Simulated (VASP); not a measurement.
Runs of VASP 6.6.1 on KI. The structure is that of space group Fm-3m (No. 225), or close to it. The cells are those of the table. 

| spin | cell | k mesh | pressure (GPa) | moment (μB) |
| --- | --- | --- | --- | --- |
| non-collinear, zero start, SOC | a = 4.984 Å, angles 60.0°, 2 atoms | 6 × 6 × 6 | 0.7 | 0.00 |
| non-collinear, zero start, SOC | a = 4.917 Å, angles 60.0°, 2 atoms | 6 × 6 × 6 | 1.3 | 0.00 |
| non-collinear, zero start, SOC | a = 5.066 Å, angles 60.0°, 2 atoms | 6 × 6 × 6 | (a) | 0.00 |
| off | a = 4.984 Å, angles 60.0°, 2 atoms | 8 × 8 × 8 | 0.7 | - |

Alike in all rows: task single point; level PBE; potentials or basis VASP PAW PBE potentials, release 64 (K_sv, I); cutoff (eV) 520; smearing gaussian 0.05 eV.

Q: Estimate the missing entries.

A: (a) 0.1.
